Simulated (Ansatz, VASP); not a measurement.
**ZnS: VASP beside Ansatz**

Contents of INCAR:

```
PREC = Accurate
ENCUT = 600
EDIFF = 1E-6
ISMEAR = 0
SIGMA = 0.02
LREAL = False
LASPH = True
NELM = 60
ALGO = Normal
ISIF = 3
LWAVE = False
LCHARG = False
GGA = CA
IBRION = 2
NSW = 100
EDIFFG = -0.005
```

Contents of KPOINTS:

```
Automatic mesh
0
Gamma
  10 10 10
```

Contents of POSCAR:

```
ZnS
1.0
    0.0000000000      2.6936828800      2.6936828800
    2.6936828800      0.0000000000      2.6936828800
    2.6936828800      2.6936828800      0.0000000000
Zn S
1 1
Direct
    0.0000000000      0.0000000000      0.0000000000
    0.7500000000      0.7500000000      0.7500000000
```

Input for Ansatz:

```yaml
crystal:
  lattice:
    - [0.0, 2.69368288, 2.69368288]
    - [2.69368288, 0.0, 2.69368288]
    - [2.69368288, 2.69368288, 0.0]
  atoms:
    - { symbol: Zn, position: [0.0, 0.0, 0.0] }
    - { symbol: S, position: [0.75, 0.75, 0.75] }
basis:
  ecutwfc: 420
kpoints:
  mp_grid: { grid: [10, 10, 10] }
hamiltonian:
  xc: lda
scf:
  occupations: { method: gaussian, width: 0.02 }
output:
  forces: true
  stress: true
  eigenvalues: true
relax:
  adjacent_minimum: "off"
  f_tol: 0.005
  max_steps: 80
  cell: { stress_tol: 0.05 }
```

Alike in both runs: task relaxation of cell and atoms; functional LDA; k mesh 10 × 10 × 10; occupations gaussian, width 0.02 eV; no spin polarisation.

```csv
,VASP,Ansatz
version,VASP 6.6.1,Ansatz 0.2.0
potentials or method,"VASP PAW LDA potentials, release 64 (Zn, S), cutoff 600 eV","scalar-relativistic, plane waves, PAW"
valence electrons in the cell,18,18
```

|  | VASP | Ansatz | Ansatz less VASP |
| --- | --- | --- | --- |
| gap on the k mesh at the Fermi level, each at its own relaxed structure (eV) | 2.15 | 2.13 | -0.023 |
| relaxed volume (Å³/atom) | 18.63 | 18.58 | -0.050 |
| relaxed length of the cell vector where the two differ most in proportion (Å) | 3.749 | 3.745 | -0.0034 |

LDA's correlation is that of Perdew and Zunger in VASP and of Perdew and Wang (1992) in Ansatz.
